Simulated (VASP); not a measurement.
# W8O in VASP: single point with PBE

Aim: the single point of W8O with PBE.

Program: VASP 6.6.1. These are calculated values, not measurements. Logs are shortened: lines on timing, memory, paths and dates and some standing lists are left out, and cuts for length are marked.

## (1) The cell of the first run

The cell holds a slab with vacuum, 9 atoms: a = 5.514 Å, b = 2.757 Å, c = 25.753 Å, α = 90.00°, β = 90.00°, γ = 109.47°.

## (2) Single point, PBE

The input, INCAR:

```
  PREC = Accurate
  ENCUT = 520
  EDIFF = 1E-6
  ISMEAR = 0
  SIGMA = 0.1
  LREAL = False
  LASPH = True
  NELM = 120
  ALGO = Normal
  ISIF = 2
  LWAVE = False
  LCHARG = False
  LDIPOL = True
  IDIPOL = 3
  DIPOL = 0.5 0.5 0.485
  GGA = PE
  NBANDS = 69
  GGA_COMPAT = False
  NELMDL = -8
```

The input, KPOINTS:

```
Automatic mesh
0
Gamma
  6 11 1
```

The input, POSCAR:

```
W8O
1.0
    5.5140796780      0.0000000000      0.0000000000
   -0.9190132797      2.5993620882      0.0000000000
    0.0000000000      0.0000000000     25.7533408060
W O
8 1
Direct
    0.2500000000      0.5000000000      0.3300542661
    0.7500000000      0.5000000000      0.3300542661
    0.5000000000      0.0000000000      0.4174648130
    0.0000000000      0.0000000000      0.4174648130
    0.7538411664      0.4897239048      0.5047889567
    0.2461588336      0.5102760952      0.5047889567
    0.0000000000      0.0000000000      0.6032838712
    0.5000000000      0.0000000000      0.5859241005
    0.0000000000      0.0000000000      0.6699426863
```

Potentials or basis: VASP PAW PBE potentials, release 64 (W_sv, O).

Launch:

```bash
> cat potpaw_PBE.64/W_sv/POTCAR potpaw_PBE.64/O/POTCAR > POTCAR
> mpirun -np 1 vasp_std > vasp.out
```

OUTCAR:

```text
PREC = Accurate
   ENCUT = 520
   EDIFF = 1E-6
   ISMEAR = 0
   LREAL = False
   LASPH = True
   NELM = 120
   ISIF = 2
   GGA = PE
   NELMDL = -8

 ion  position               nearest neighbor table
   1  0.250  0.500  0.330-   2 2.76   2 2.76   4 2.76   3 2.76   2 3.18   2 3.18   3 3.18   4 3.18

   2  0.750  0.500  0.330-   1 2.76   1 2.76   3 2.76   4 2.76   1 3.18   1 3.18   3 3.18   4 3.18

   3  0.500  0.000  0.417-   5 2.75   6 2.75   4 2.76   4 2.76   1 2.76   2 2.76   4 3.18   4 3.18
                             1 3.18   2 3.18   6 3.21   5 3.21
   4  0.000  0.000  0.417-   3 2.76   3 2.76   2 2.76   1 2.76   5 2.76   6 2.76   6 3.15   5 3.15
                             3 3.18   3 3.18   2 3.18   1 3.18
   5  0.754  0.490  0.505-   8 2.62   6 2.70   3 2.75   4 2.76   6 2.82   7 3.00   8 3.10   4 3.15
                             6 3.18   6 3.19   3 3.21   7 3.36
   6  0.246  0.510  0.505-   8 2.62   5 2.70   3 2.75   4 2.76   5 2.82   7 3.00   8 3.10   4 3.15
                             5 3.18   5 3.19   3 3.21   7 3.36
   7  0.000  0.000  0.603-   9 1.72   8 2.79   8 2.79   5 3.00   6 3.00   8 3.21   8 3.21   6 3.36
                             5 3.36
   8  0.500  0.000  0.586-   5 2.62   6 2.62   7 2.79   7 2.79   5 3.10   6 3.10   7 3.21   7 3.21

   9  0.000  0.000  0.670-   7 1.72

  Warning from LATTYP: Monoclinic adjustment (A1->A3, A2->A1, A3->A2)!
  Warning from LATTYP: Got some problem with cell dimensions!
  Tried to take original basis but could not verify dimensions!
  LATTYP: Found a simple monoclinic cell.
 ALAT       =     2.7570398390
 B/A-ratio  =     9.3409389453
 C/A-ratio  =     1.9148542155
 COS(beta)  =    -0.1740776559

  Lattice vectors:

 A1 = (  -0.9190132797,   2.5993620882,   0.0000000000)
 A2 = (   0.0000000000,   0.0000000000, -25.7533408060)
 A3 = (  -4.5950663983,  -2.5993620882,   0.0000000000)

Analysis of symmetry for initial positions (statically):
=====================================================================
 Subroutine PRICEL returns:
 Original cell was already a primitive cell.

 Routine SETGRP: Setting up the symmetry group for a
 simple monoclinic supercell.

 Subroutine GETGRP returns: Found  2 space group operations
 (whereof  2 operations were pure point group operations)
 out of a pool of  4 trial point group operations.

The static configuration has the point symmetry C_2 .

Analysis of symmetry for dynamics (positions and initial velocities):
=====================================================================
 Subroutine PRICEL returns:
 Original cell was already a primitive cell.

 Routine SETGRP: Setting up the symmetry group for a
 simple monoclinic supercell.

 Subroutine GETGRP returns: Found  2 space group operations
 (whereof  2 operations were pure point group operations)
[... 137 lines left out ...]
  volume/ion in A,a.u.               =      41.01       276.78
  Fermi-wavevector in a.u.,A,eV,Ry     =   1.119380  2.115322 17.048270  1.253013
  Thomas-Fermi vector in A             =   2.256019
   LORBIT       =      0    0 simple, 1 ext, 2 COOP (PROOUT), +10 PAW based schemes
   GGA     = PE    functional components
   LHFCALC =     F    Hartree Fock is set to
   AEXX    =    0.0000 exact exchange contribution
   IVDW    =     0    specifies the selected vdW correction
   LEPSILON=     F    determine dielectric tensor
   LRPA    =     F    only Hartree local field effects (RPA)
 non-spin polarized calculation
 Gauss-broadening in eV      SIGMA  =   0.10
  energy-cutoff  :      520.00
  volume of cell :      369.12
 maximum number of plane-waves:      9982
 NGX is ok and might be reduce to    42
   NGX = 21   NGY = 11   NGZ = 95

 dipolmoment           0.000000      0.000000     -0.208330 electrons x Angstroem

 number of electron     117.9999999 magnetization

 dipolmoment           0.000000      0.000000      0.146018 electrons x Angstroem

 Free energy of the ion-electron system (eV)
  ---------------------------------------------------
  ext. energy  EPLUGINS =         0.00000000
  ---------------------------------------------------
  free energy    TOTEN  =      -105.52566689 eV

  energy without entropy =     -105.49774331  energy(sigma->0) =     -105.51170510

 E-fermi :   0.3946     XC(G=0):  -5.7745

 val. band max:        0.3914451331   @ k =  -0.3333   0.1818   0.0000
 cond. band min:       0.4028293543   @ k =   0.5000   0.1818   0.0000
 fundamental gap:      0.0113842212
 Fermi energy:         0.3945826014

 k-point     1 :       0.0000    0.0000    0.0000
  band No.  band energies     occupation
      1     -73.8267      2.00000
      2     -73.8065      2.00000
      3     -73.7251      2.00000
      4     -73.6821      2.00000
      5     -73.6665      2.00000
      6     -73.6213      2.00000
[... 1717 lines left out ...]
     68       2.9950      0.00000
     69       3.1429      0.00000

 [... further k-points ...]

------------------------ aborting loop because EDIFF is reached ----------------------------------------

 vacuum level on the upper side and lower side of the slab       (xc-potential included)         0.753        -1.035

  FORCE on cell =-STRESS in cart. coord.  units (eV):
  Direction    XX          YY          ZZ          XY          YZ          ZX
  --------------------------------------------------------------------------------------
  -------------------------------------------------------------------------------------
  Total       -6.4270875     -6.6419108     -1.5400081     -2.0316135      0.0000000      0.0000000
  in kB      -27.8966083    -28.8290433     -6.6843657     -8.8181663      0.0000000      0.0000000
  external PRESSURE =     -21.1366724 kB  Pullay stress =       0.0000000 kB

 VOLUME and BASIS-vectors are now :
 -----------------------------------------------------------------------------
  energy-cutoff  :      520.00
  volume of cell :      369.12
      direct lattice vectors                 reciprocal lattice vectors
     5.514079678  0.000000000  0.000000000     0.181353926  0.064118296  0.000000000
    -0.919013280  2.599362088  0.000000000     0.000000000  0.384709773  0.000000000
     0.000000000  0.000000000 25.753340806     0.000000000  0.000000000  0.038829914

 POSITION                                       TOTAL-FORCE (eV/Angst)
 -----------------------------------------------------------------------------------
      0.91901      1.29968      8.50000        -0.000814     -0.148103      0.584968
      3.67605      1.29968      8.50000         0.000814      0.148103      0.584968
      2.75704      0.00000     10.75111         0.000000      0.000000     -0.370198
      0.00000      0.00000     10.75111         0.000000      0.000000     -0.862545
      3.70668      1.27297     13.00000         0.001022      0.007488      0.001959
      0.88839      1.32639     13.00000        -0.001022     -0.007488      0.001959
      0.00000      0.00000     15.53658         0.000000      0.000000     -0.534553
      2.75704      0.00000     15.08950         0.000000      0.000000      0.046427
      0.00000      0.00000     17.25326         0.000000      0.000000      0.547015
 -----------------------------------------------------------------------------------
    total drift:                                0.000000     -0.000000      0.000552

  FREE ENERGIE OF THE ION-ELECTRON SYSTEM (eV)
  ---------------------------------------------------
  free  energy   TOTEN  =      -105.5256668935 eV

  energy  without entropy=     -105.4977433100  energy(sigma->0) =     -105.51170510

 vacuum level on the upper side and lower side of the slab         7.027         5.202
```

OSZICAR:

```text
N       E                     dE             d eps       ncg     rms          rms(c)
DAV:   1     0.151252165291E+04    0.15125E+04   -0.73561E+04  5852   0.165E+03
DAV:   2    -0.330262415202E+02   -0.15455E+04   -0.15201E+04  5294   0.520E+02
DAV:   3    -0.109844722246E+03   -0.76818E+02   -0.74760E+02  5830   0.113E+02
[... 28 lines left out ...]
DAV:  32    -0.105525649176E+03   -0.12092E-04   -0.59862E-07  3103   0.324E-03    0.140E-03
DAV:  33    -0.105525657945E+03   -0.87690E-05   -0.34505E-07  3060   0.192E-03    0.850E-04
DAV:  34    -0.105525664548E+03   -0.66030E-05   -0.44098E-07  3042   0.256E-03    0.721E-04
DAV:  35    -0.105525666316E+03   -0.17678E-05   -0.16055E-07  2808   0.123E-03    0.754E-04
DAV:  36    -0.105525666893E+03   -0.57770E-06   -0.47021E-08  2721   0.667E-04
   1 F= -.10552567E+03 E0= -.10551171E+03  d E =-.279236E-01
```

It took 30 min on 1 thread of Oxide Virtual Turin-like, shared host; peak memory 0.83 GiB.

What came out:

```
Free energy            : -105.5257 eV
Largest force          : 0.863 eV/Å
Band gap on the k mesh : zero (bands 59 and 60 overlap by 1.53 eV)
```

Forces on the atoms (eV/Å):
```
W   -0.001 -0.148  0.585
W    0.001  0.148  0.585
W    0.000  0.000 -0.370
W    0.000  0.000 -0.863
W    0.001  0.007  0.002
W   -0.001 -0.007  0.002
W    0.000  0.000 -0.535
W    0.000  0.000  0.046
O    0.000  0.000  0.547
```

Caveat: spin-orbit coupling is left out, which moves the levels of the heavy elements.
